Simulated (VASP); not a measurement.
## CdSiP2: single point with PBE

Crystal: CdSiP2.

```
Cd P Si
1.0
    -2.86167    2.86167    5.29176
     2.86167   -2.86167    5.29176
     2.86167    2.86167   -5.29176
Cd P Si
2 4 2
Direct
  0.00000 0.00000 0.00000
  0.75000 0.25000 0.50000
  0.37500 0.42058 0.54558
  0.17058 0.62500 0.04558
  0.87500 0.82942 0.45442
  0.57942 0.12500 0.95442
  0.50000 0.50000 0.00000
  0.25000 0.75000 0.50000
```

* Program: VASP 6.6.1
* Task: single point
* Functional: PBE
* Potentials or basis: VASP PAW PBE potentials, release 64 (Cd, P, Si)
* Cutoff: 500 eV
* k mesh: 6 × 6 × 6
* Occupations: fermi-dirac, width 0.02 eV
* Spin: no spin polarisation

* Pressure: 0.1 GPa
* Largest force: 0.042 eV/Å
* Band gap on the k mesh: 1.42 eV

Forces in eV/Å, atoms in the order of the input:
```
Cd   0.000  0.000  0.000
Cd   0.000  0.000  0.000
P    0.042  0.000  0.000
P    0.000  0.042  0.000
P   -0.042  0.000  0.000
P    0.000 -0.042  0.000
Si   0.000  0.000  0.000
Si   0.000  0.000  0.000
```

Levels at points of the mesh, in eV from the valence-band top:
| k point | band 23 | band 24 | band 25 | band 26 | band 27 | band 28 | band 29 | band 30 |
| --- | --- | --- | --- | --- | --- | --- | --- | --- |
| (0.00, 0.00, 0.00) | -1.87 | -0.25 | -0.25 | 0.00 | 1.42 | 1.79 | 2.01 | 3.30 |
| (0.50, 0.00, 0.00) | -1.74 | -1.52 | -0.87 | -0.49 | 2.46 | 2.72 | 2.96 | 3.98 |
| (0.50, 0.50, 0.00) | -0.87 | -0.87 | -0.42 | -0.42 | 1.83 | 1.83 | 2.96 | 2.96 |
| (0.50, 0.50, 0.50) | -1.82 | -1.82 | -0.71 | -0.71 | 1.98 | 1.98 | 2.03 | 2.03 |

Wall time 2.2 min on 1 thread of Intel(R) Xeon(R) 6975P-C (Granite Rapids), on a shared host, peak memory 0.43 GiB.

A k mesh can miss the band edges.
